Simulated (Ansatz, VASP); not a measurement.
# Mo2C3 in VASP and in Ansatz

```xyz
5
Lattice="5.3287 0.0000 0.0000 0.0000 5.3287 0.0000 0.0000 0.0000 5.3287" Properties=species:S:1:pos:R:3 pbc="T T T"
Mo    2.6644    2.6644    2.6644
Mo    0.0000    0.0000    0.0000
C     2.6644    0.0000    0.0000
C     0.0000    2.6644    0.0000
C     0.0000    0.0000    2.6644
```

Alike in both runs: task single point; functional PBE; k mesh 4 × 4 × 4; occupations gaussian, width 0.1 eV; no spin polarisation.

|  | VASP | Ansatz |
| --- | --- | --- |
| version | VASP 6.6.1 | Ansatz 0.2.0 |
| potentials or method | VASP PAW PBE potentials, release 64 (Mo_sv, C), cutoff 520 eV | scalar-relativistic, plane waves, PAW |
| valence electrons in the cell | 40 | 40 |

```tsv
	VASP	Ansatz	Ansatz less VASP
gap on the k mesh at the Fermi level (eV)	none	none	-
pressure (GPa)	-23.8	-23.8	-0.03
```

A gap of «none» marks a metal or a gap that the smearing closes. With one functional, cell and mesh, what is left measures potentials, basis and numerics.
